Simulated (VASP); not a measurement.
Crystal: HfB2.

```
CELL_PARAMETERS angstrom
3.18132 0.00000 0.00000
-1.59066 2.75510 0.00000
0.00000 0.00000 3.52579
ATOMIC_POSITIONS crystal
Hf 0.00000 0.00000 0.00000
B 0.66667 0.33333 0.50000
B 0.33333 0.66667 0.50000
```

Base run:

```yaml
Program: VASP 6.6.1
Functional: PBE
Potentials_or_basis: VASP PAW PBE potentials, release 64 (Hf_pv, B)
Cutoff: 520 eV
k_mesh: 10 × 10 × 8
Occupations: fermi-dirac, width 0.05 eV
Spin: no spin polarisation
```

Its results: band gap on the k mesh zero (band 8 reaches 7.93 eV, above the bottom of band 9 at 7.14 eV); pressure -8.4 GPa.

Question: After a change of settings the same cell gave: band gap on the k mesh zero (band 8 reaches 7.87 eV, above the bottom of band 9 at 7.10 eV); pressure -18.4 GPa. Which change was it?
A. functional from PBE to LDA; potentials or basis from VASP PAW PBE potentials, release 64 (Hf_pv, B) to VASP PAW LDA potentials, release 64 (Hf_pv, B)
B. functional from PBE to r2SCAN
C. functional from PBE to PBEsol

Answer: A.

Caveats: spin-orbit coupling is left out, which moves the levels of the heavy elements.
